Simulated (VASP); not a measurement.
A run of VASP 6.6.1:

The input INCAR:

```
SYSTEM = SrTiO3
PREC = Accurate
ENCUT = 910
EDIFF = 1E-6
ISMEAR = 0
SIGMA = 0.01
LREAL = .False.
LASPH = .True.
NELM = 120
ALGO = Normal
ISIF = 2
LWAVE = .False.
LCHARG = .True.
GGA = CA
LELF = .True.
LVHAR = .True.
NBANDS = 28
GGA_COMPAT = .False.
```

The input KPOINTS:

```
regular mesh
0
Gamma
  6 6 6
  0 0 0
```

The input POSCAR:

```
SrTiO3
1.0
    3.8129231041      0.0000000000      0.0000000000
    0.0000000000      3.8129231041      0.0000000000
    0.0000000000      0.0000000000      3.8129231041
Sr Ti O
1 1 3
Direct
    0.5000000000      0.5000000000      0.5000000000
    0.0000000000      0.0000000000      0.0000000000
    0.5000000000      0.0000000000      0.0000000000
    0.0000000000      0.5000000000      0.0000000000
    0.0000000000      0.0000000000      0.5000000000
```

Potentials or basis: VASP PAW LDA potentials, release 64 (Sr_sv, Ti_sv, O_h).

Run with:

```bash
$ cat potpaw_LDA.64/Sr_sv/POTCAR potpaw_LDA.64/Ti_sv/POTCAR potpaw_LDA.64/O_h/POTCAR > POTCAR
$ mpirun -np 1 vasp_std > vasp.out
```

Hardware: 1 thread of Intel(R) Xeon(R) Platinum 8488C (Sapphire Rapids) (shared host).

Estimate the wall time of this run.

Run time: 43 s on 1 thread of Intel(R) Xeon(R) Platinum 8488C (Sapphire Rapids), with other jobs on the host, peak memory 0.24 GiB. Counts: scf iterations 17, k points 20.
